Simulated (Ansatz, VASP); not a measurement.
## One calculation of I, two programs

```
I
1.0
    -1.77188    1.77188    1.77188
     1.77188   -1.77188    1.77188
     1.77188    1.77188   -1.77188
I
1
Direct
  0.00000 0.00000 0.00000
```

Change from the starting cell: volume scaled by 0.7, LAPW.

Alike in both runs: task single point; functional LDA; k mesh 13 × 13 × 13; occupations fermi-dirac, width 0.08 eV; no spin polarisation.

```csv
,VASP,Ansatz
version,VASP 6.6.1,Ansatz 0.2.0
potentials or method,"VASP PAW LDA potentials, release 64 (I), cutoff 520 eV","all-electron LAPW, scalar-relativistic"
```

|  | VASP | Ansatz | Ansatz less VASP |
| --- | --- | --- | --- |
| pressure (GPa) | 32.2 | 32.2 | -0.01 |

LDA's correlation is that of Perdew and Zunger in VASP and of Perdew and Wang (1992) in Ansatz. Both programs put the cell under a high pressure, so it lies far from rest at this level. Ansatz ran all-electron here, and VASP with PAW potentials.

Spin-orbit coupling is off throughout.
